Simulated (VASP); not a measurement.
A run of VASP 6.6.1 is set up as follows.

File INCAR:

```
PREC = Accurate
ENCUT = 520
EDIFF = 1E-6
ISMEAR = -1
SIGMA = 0.08
LREAL = False
LASPH = True
NELM = 80
ALGO = Normal
ISIF = 2
LWAVE = False
LCHARG = True
LDIPOL = True
IDIPOL = 3
DIPOL = 0.5 0.5 0.500
GGA = PE
LELF = True
LVHAR = True
LVACPOTAV = True
NBANDS = 39
```

File KPOINTS:

```
Automatic mesh
0
Gamma
  13 13 1
```

POSCAR

```
Pt
1.0
    2.8080030017      0.0000000000      0.0000000000
   -1.4040015008      2.4318019334      0.0000000000
    0.0000000000      0.0000000000     27.4636000000
Pt
6
Direct
    0.1666666665      0.3333333335      0.2912942174
    0.5000000005      0.9999999995      0.3747765303
    0.8333333335      0.6666666665      0.4582588432
    0.1666666665      0.3333333335      0.5417411561
    0.5000000005      0.9999999995      0.6252234697
    0.8333333335      0.6666666665      0.7087057826
```

Potentials or basis: VASP PAW PBE potentials, release 64 (Pt).

Run with:

```bash
$ cat potpaw_PBE.64/Pt/POTCAR > POTCAR
$ mpirun -np 1 vasp_std > vasp.out
```

Problem. Predict the band gap on the k mesh.

Solution. Zero (bands 30 and 31 overlap by 1.32 eV).

Problem. Estimate the largest force.

Solution. 0.197 eV/Å.

Forces on the atoms (eV/Å):
```
Pt   0.000  0.000 -0.117
Pt   0.000  0.000  0.197
Pt   0.000  0.000  0.013
Pt   0.000  0.000 -0.013
Pt   0.000  0.000 -0.197
Pt   0.000  0.000  0.117
```

Caveat: spin-orbit coupling is left out, which moves the levels of the heavy elements.
